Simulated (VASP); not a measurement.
A run of VASP 6.6.1:

File INCAR:

```
PREC = Accurate ; ENCUT = 520
EDIFF = 1E-6 ; ISMEAR = 0
SIGMA = 0.15 ; LREAL = False
LASPH = True ; NELM = 100
ALGO = Normal ; ISIF = 2
LWAVE = False ; LCHARG = False
GGA = CA ; NBANDS = 9
```

The input KPOINTS:

```
Automatic mesh
0
Gamma
  18 18 10
```

The input POSCAR:

```
Mg
1.0
    3.3296192150      0.0000000000      0.0000000000
   -1.6648096075      2.7793106748      0.0000000000
    0.0000000000      0.0000000000      5.2103300000
Mg
2
Direct
    0.3333333333      0.6666666667      0.2500000000
    0.6666666667      0.3333333333      0.7500000000
```

Potentials or basis: VASP PAW LDA potentials, release 64 (Mg).

Command:

```sh
$ cat potpaw_LDA.64/Mg/POTCAR > POTCAR
$ mpirun -np 1 vasp_std > vasp.out
```

Hardware: 1 thread of AMD EPYC 9R45 (Zen 5), with other jobs on the host.

Question: Estimate the wall time of this run.

Answer: Wall time 110 s on 1 thread of AMD EPYC 9R45 (Zen 5), on a shared host, peak memory 0.3 GiB. Counts: scf iterations 10, k points 546.
